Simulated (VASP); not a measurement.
# MgO: single point with PBEsol

**What was measured.**

From “Electronic structure of alkaline earth and post-transition metal oxides”, 2009, arxiv:0908.1581, for a bulk crystal of MgO: band gap 7.83 eV.

MgO:

```
Mg O
1.0
     0.00000    2.10760    2.10760
     2.10760    0.00000    2.10760
     2.10760    2.10760    0.00000
Mg O
1 1
Direct
  0.00000 0.00000 0.00000
  0.50000 0.50000 0.50000
```

| Quantity | Value |
| --- | --- |
| Program | VASP 6.6.1 |
| Task | single point |
| Functional | PBEsol |
| Potentials or basis | VASP PAW PBE potentials, release 64 (Mg, O) |
| Cutoff | 520 eV |
| k mesh | 10 × 10 × 10 |
| Occupations | gaussian, width 0.05 eV |
| Spin | no spin polarisation |

```json
{"Pressure": "-0.6 GPa", "Band gap on the k mesh": "4.61 eV, direct"}
```

Levels at points of the mesh, in eV from the valence-band top:
| k point | band 2 | band 3 | band 4 | band 5 | band 6 | band 7 |
| --- | --- | --- | --- | --- | --- | --- |
| (0.00, 0.00, 0.00) | 0.00 | 0.00 | 0.00 | 4.61 | 15.62 | 15.62 |
| (0.50, 0.00, 0.00) | -4.67 | -0.66 | -0.66 | 7.73 | 12.48 | 16.15 |
| (0.50, 0.50, 0.00) | -4.14 | -1.36 | -1.36 | 8.92 | 9.85 | 12.95 |

Wall time 3.9 s on 1 thread of Intel(R) Xeon(R) 6975P-C (Granite Rapids), on a shared host, peak memory 0.14 GiB.

Against the measured gap of MgO, 7.83 eV (quoted in “Electronic structure of alkaline earth and post-transition metal oxides”, 2009, arxiv:0908.1581), the calculated 4.61 eV is off by -3.22 eV. The value is that of PBEsol, without temperature or zero-point motion. Semilocal functionals fall short of measured gaps as a rule.

Caveat: the PAW data sets were made with another functional, which shifts forces and pressure a little.
